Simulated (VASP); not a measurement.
## Sc (a cell with a defect): single point with PBE+D3(BJ)

The system is Sc (a cell with a defect).

```
Sc
1.0
     6.62000    0.00000    0.00000
    -4.96500    8.59963    0.00000
     0.00000    0.00000    5.27614
Sc
13
Direct
  0.01612 0.01472 0.00469
  0.15909 0.20971 0.50256
  0.93103 0.29491 0.95673
  0.17190 0.56829 0.54310
  0.99269 0.64962 0.03343
  0.15578 0.88526 0.50311
  0.48636 0.99307 0.97857
  0.66290 0.22325 0.45504
  0.51316 0.30028 0.95625
  0.68204 0.56290 0.53532
  0.56128 0.72866 0.99398
  0.67269 0.89750 0.48736
  0.33460 0.45109 0.13142
```

```json
{
 "Program": "VASP 6.6.1",
 "Task": "single point",
 "Functional": "PBE",
 "Dispersion": "D3(BJ)",
 "Potentials or basis": "VASP PAW PBE potentials, release 64 (Sc_sv)",
 "Cutoff": "520 eV",
 "k mesh": "3 × 2 × 3",
 "Occupations": "gaussian, width 0.05 eV",
 "Spin": "no spin polarisation"
}
```

```json
{
  "Pressure": "1.0 GPa",
  "Largest force": "0.171 eV/Å",
  "Band gap on the k mesh": "zero (an odd number of electrons rules out a gap without spin polarisation)",
  "Dispersion energy per atom": "-0.415 eV"
}
```

Forces in eV/Å, atoms in the order of the input:
```
Sc   0.000 -0.010  0.007
Sc   0.006 -0.025 -0.004
Sc  -0.003  0.006 -0.081
Sc  -0.011  0.018  0.043
Sc  -0.004  0.006  0.038
Sc  -0.002 -0.003 -0.008
Sc   0.003  0.007 -0.037
Sc   0.001  0.008 -0.066
Sc   0.028 -0.016 -0.054
Sc   0.000  0.008  0.031
Sc   0.003  0.015 -0.018
Sc   0.006 -0.014 -0.019
Sc  -0.027  0.000  0.169
```

Stress tensor (GPa, compression positive):
```
 1.54 -0.04  0.05
-0.04  2.06  0.35
 0.05  0.35 -0.52
```

Levels at points of the mesh, in eV from the Fermi level:
| k point | band 68 | band 69 | band 70 | band 71 | band 72 | band 73 | band 74 | band 75 |
| --- | --- | --- | --- | --- | --- | --- | --- | --- |
| (0.00, 0.00, 0.00) | -0.44 | -0.41 | -0.34 | -0.24 | -0.21 | 0.07 | 0.17 | 0.34 |
| (0.00, 0.50, 0.00) | -0.59 | -0.45 | -0.29 | -0.27 | -0.16 | -0.08 | 0.02 | 0.25 |

It took 9.3 min on 1 thread of Intel(R) Xeon(R) Platinum 8259CL CPU @ 2.50GHz (Skylake/Cascade Lake), with other jobs on the host, peak memory 0.46 GiB.

Caveat: the k points lie up to 0.40 Å⁻¹ apart, too coarse for converged energies and pressures of a metal.
